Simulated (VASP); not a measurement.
## Zr: single point with PBEsol

Zr:

```xyz
3
Lattice="5.0417 0.0000 0.0000 -2.5209 4.3663 0.0000 0.0000 0.0000 3.1480" Properties=species:S:1:pos:R:3 pbc="T T T"
Zr    5.0417    0.0000    3.1480
Zr    0.0000    2.9108    1.5740
Zr    2.5209    1.4554    1.5740
```

This cell differs from its parent crystal: volume scaled by 1.04.

```
Program                : VASP 6.6.1
Task                   : single point
Functional             : PBEsol
Potentials or basis    : VASP PAW PBE potentials, release 64 (Zr_sv)
Cutoff                 : 520 eV
k mesh                 : 8 × 8 × 11
Occupations            : fermi-dirac, width 0.1 eV
Spin                   : no spin polarisation
Dipole correction      : no
Further INCAR settings : ALGO = Normal; EDIFF = 1e-06; NBANDS = 25
```

- Pressure: -3.6 GPa
- Band gap on the k mesh: zero (band 18 reaches 9.13 eV, above the bottom of band 19 at 8.59 eV)

Stress tensor (GPa, compression positive):
```
-3.58  0.00  0.00
 0.00 -3.58  0.00
 0.00  0.00 -3.71
```

Levels at points of the mesh, in eV from the Fermi level:
| k point | band 15 | band 16 | band 17 | band 18 | band 19 | band 20 | band 21 | band 22 |
| --- | --- | --- | --- | --- | --- | --- | --- | --- |
| (0.00, 0.00, 0.00) | -0.47 | -0.47 | -0.43 | -0.43 | -0.17 | 0.85 | 1.64 | 1.64 |
| (0.50, 0.00, 0.00) | -2.88 | -0.59 | -0.56 | -0.46 | 0.04 | 0.71 | 1.14 | 1.61 |

It took 2.3 min on 1 thread of Intel Xeon 8259CL, on a shared host, peak memory 0.23 GiB.

Caveat: the PAW data sets were made with another functional, which shifts forces and pressure a little.
